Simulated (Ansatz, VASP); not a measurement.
**SiO2: VASP beside Ansatz**

File POSCAR:

```
SiO2
1.0
    3.7197064672      0.0000000000      0.0000000000
    0.0000000000      3.7197064672      0.0000000000
    0.0000000000      0.0000000000      2.4325526924
Si O
2 4
Direct
    0.0000000000      0.0000000000      0.0000000000
    0.5000000000      0.5000000000      0.5000000000
    0.2994609284      0.2994609284      0.0000000000
    0.7005390716      0.7005390716      0.0000000000
    0.7994609284      0.2005390716      0.5000000000
    0.2005390716      0.7994609284      0.5000000000
```

Contents of INCAR.step1:

```
  ALGO = Normal
  EDIFF = 1E-4
  ENCUT = 520
  GGA = PE
  ISMEAR = -1
  LASPH = True
  LCHARG = False
  LREAL = False
  LWAVE = True
  NBANDS = 25
  NELM = 100
  PREC = Accurate
  SIGMA = 0.08
```

File INCAR.step2:

```
  ALGO = Normal
  EDIFF = 1E-6
  ENCUT = 520
  ISIF = 2
  ISMEAR = -1
  ISTART = 1
  LASPH = True
  LCHARG = True
  LELF = True
  LMIXTAU = True
  LREAL = False
  LVHAR = True
  LWAVE = False
  METAGGA = R2SCAN
  NBANDS = 25
  NELM = 100
  PREC = Accurate
  SIGMA = 0.08
```

KPOINTS

```
k-points
0
Gamma
  8 8 11
```

Input for Ansatz:

```yaml
crystal:
  lattice:
    - [3.7197064672, 0.0, 0.0]
    - [0.0, 3.7197064672, 0.0]
    - [0.0, 0.0, 2.4325526924]
  atoms:
    - { symbol: Si, position: [0.0, 0.0, 0.0] }
    - { symbol: Si, position: [0.5, 0.5, 0.5] }
    - { symbol: O, position: [0.2994609284, 0.2994609284, 0.0] }
    - { symbol: O, position: [0.7005390716, 0.7005390716, 0.0] }
    - { symbol: O, position: [0.7994609284, 0.2005390716, 0.5] }
    - { symbol: O, position: [0.2005390716, 0.7994609284, 0.5] }
kpoints:
  mp_grid: { grid: [8, 8, 11] }
scf:
  occupations: { method: fermi_dirac, width: 0.08 }
hamiltonian:
  xc: r2scan
  pseudopotentials: { kind: paw }
output:
  forces: true
  stress: true
  eigenvalues: true
  populations: true
```

Change from the starting cell: volume scaled by 0.72, PAW files.

Alike in both runs: task single point; functional r2SCAN; k mesh 8 × 8 × 11; occupations fermi-dirac, width 0.08 eV; no spin polarisation.

|  | VASP | Ansatz |
| --- | --- | --- |
| version | VASP 6.6.1 | Ansatz 0.2.0 |
| potentials or method | VASP PAW PBE potentials, release 64 (Si, O) | PAW with Ansatz's default frozen-core files, scalar-relativistic |
| plane-wave cutoff (eV) | 520 | 500 |
| valence electrons in the cell | 32 | 32 |

```csv
,VASP,Ansatz,Ansatz less VASP
gap on the k mesh at the Fermi level (eV),8.13,8.18,+0.042
pressure (GPa),208.7,206.3,-2.43
"traceless stress, the component that is largest in VASP (GPa)",0.98,-0.03,-1.011
rms of the force components (eV/Å),0.014,0.000,-0.0137
```

VASP's potentials were made for PBE, not for r2SCAN. Atom by atom the forces differ by 0.015 eV/Å (rms over components). Both programs put the cell under a high pressure, so it lies far from rest at this level.

Noted on VASP's run: the cell as given lies far from equilibrium.
